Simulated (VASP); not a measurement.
Cu, 1 atom in the cell. The structure is cubic, space group Fm-3m (No. 225). The conventional cell has a = 3.464 Å, b = 3.464 Å, c = 3.464 Å, α = 90.00°, β = 90.00°, γ = 90.00°. Cu (site symmetry m-3m) has 12 Cu at 2.45 Å within 3.2 Å. 

* Program: VASP 6.6.1
* Task: single point
* Functional: PBEsol
* Potentials or basis: VASP PAW PBE potentials, release 64 (Cu)
* Cutoff: 520 eV
* k mesh: 14 × 14 × 14
* Occupations: fermi-dirac, width 0.1 eV
* Spin: no spin polarisation
* Dipole correction: no
* Further INCAR settings: ALGO = Normal; EDIFF = 1e-07; NBANDS = 12

Potentials or basis: VASP PAW PBE potentials, release 64 (Cu).

The run is started by

```sh
$ cat potpaw_PBE.64/Cu/POTCAR > POTCAR
$ mpirun -np 1 vasp_std > vasp.out
```

Hardware: 1 thread of Intel(R) Xeon(R) 6975P-C (Granite Rapids) (shared host).

Question: How long does it take, and how much memory?

Answer: It took 9.4 s on 1 thread of Intel(R) Xeon(R) 6975P-C (Granite Rapids), on a shared host, peak memory 0.12 GiB. Counts: scf iterations 12, k points 104.
